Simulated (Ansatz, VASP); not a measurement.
# Two plane-wave programs on AlNi

The input INCAR:

```
SYSTEM = AlNi
ALGO     = Fast           ! electronic algorithm
EDIFF    = 1E-6           ! SCF threshold, eV
ENCUT    = 520            ! plane-wave cutoff, eV
GGA      = PE             ! functional
ISIF     = 2              ! what is computed and relaxed
ISMEAR   = 0              ! smearing method
LASPH    = .TRUE.         ! aspherical terms in the spheres
LCHARG   = .TRUE.         ! write CHGCAR
LELF     = .TRUE.         ! ELF
LREAL    = .FALSE.        ! projectors in reciprocal space
LVHAR    = .TRUE.       
LWAVE    = .FALSE.        ! write WAVECAR
NBANDS   = 14             ! bands
NELM     = 80             ! most SCF steps
PREC     = Accurate       ! precision mode
SIGMA    = 0.15           ! smearing width, eV
```

Contents of KPOINTS:

```
k-points
0
G
  20 20 20
  0 0 0
```

POSCAR

```
AlNi
1.0
    2.9654106162      0.0000000000      0.0000000000
    0.0000000000      2.9654106162      0.0000000000
    0.0000000000      0.0000000000      3.0377377044
Al Ni
1 1
Direct
    0.0000000000      0.0000000000      0.0000000000
    0.5000000000      0.5000000000      0.5000000000
```

Input for Ansatz:

```yaml
crystal:
  lattice:
    - [2.9654106162, 0.0, 0.0]
    - [0.0, 2.9654106162, 0.0]
    - [0.0, 0.0, 3.0377377044]
  atoms:
    - { symbol: Al, position: [0.0, 0.0, 0.0] }
    - { symbol: Ni, position: [0.5, 0.5, 0.5] }
basis:
  ecutwfc: 420
kpoints:
  mp_grid: { grid: [20, 20, 20] }
hamiltonian:
  xc: pbe
scf:
  occupations: { method: gaussian, width: 0.15 }
output:
  forces: true
  stress: true
  eigenvalues: true
  write_density: true
  write_potential: true
  elf: true
  volumetric_format: npy
```

Change from the starting cell: strain +0.025 along x and y, +0.050 along z, atoms carried along.

Alike in both runs: task single point; functional PBE; k mesh 20 × 20 × 20; occupations gaussian, width 0.15 eV; no spin polarisation.

```csv
,VASP,Ansatz
version,VASP 6.6.1,Ansatz 0.2.0
potentials or method,"VASP PAW PBE potentials, release 64 (Al, Ni), cutoff 520 eV","scalar-relativistic, plane waves, PAW"
valence electrons in the cell,13,21
```

```csv
,VASP,Ansatz,Ansatz less VASP
gap on the k mesh at the Fermi level (eV),none,none,-
pressure (GPa),-12.6,-12.6,+0.03
"traceless stress, the component that is largest in VASP (GPa)",-0.75,-0.73,+0.020
```

A gap of «none» marks a metal or a gap that the smearing closes. The functional is the same, so the differences come from potentials, cutoffs and numerics. VASP's potentials hold 13 valence electrons a cell and Ansatz's 21, so a difference there can come from the potentials and not from the codes.
